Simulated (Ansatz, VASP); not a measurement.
# Two plane-wave programs on Al2Cu

```
Al Cu
1.0
     6.17212    0.00000    0.00000
     0.00000    6.17212    0.00000
     0.00000    0.00000    4.74747
Al Cu
8 4
Direct
  0.15782 0.34218 0.00000
  0.15782 0.65782 0.50000
  0.84218 0.34218 0.50000
  0.84218 0.65782 0.00000
  0.65782 0.84218 0.50000
  0.65782 0.15782 0.00000
  0.34218 0.84218 0.00000
  0.34218 0.15782 0.50000
  0.00000 0.00000 0.75000
  0.00000 0.00000 0.25000
  0.50000 0.50000 0.25000
  0.50000 0.50000 0.75000
```

Alike in both runs: task single point; functional PBEsol; k mesh 6 × 6 × 8; no spin polarisation.

```csv
,VASP,Ansatz
version,VASP 6.6.1,Ansatz 0.2.0
potentials or method,"VASP PAW PBE potentials, release 64 (Al, Cu), cutoff 520 eV","scalar-relativistic, plane waves, PAW"
occupations,tetrahedron,tetrahedron-uncorrected
valence electrons in the cell,68,100
```

```tsv
	VASP	Ansatz	Ansatz less VASP
gap on the k mesh at the Fermi level (eV)	none	none	-
pressure (GPa)	-3.9	-4.1	-0.23
traceless stress, the component that is largest in VASP (GPa)	3.88	3.87	-0.012
rms of the force components (eV/Å)	0.002	0.003	+0.0018
```

VASP's potentials were made for PBE, not for PBEsol. Atom by atom the forces differ by 0.002 eV/Å (rms over components). A gap of «none» marks a metal or a gap that the smearing closes. VASP's potentials hold 68 valence electrons a cell and Ansatz's 100, so a difference there can come from the potentials and not from the codes. Ansatz's warnings: band table not solved further.
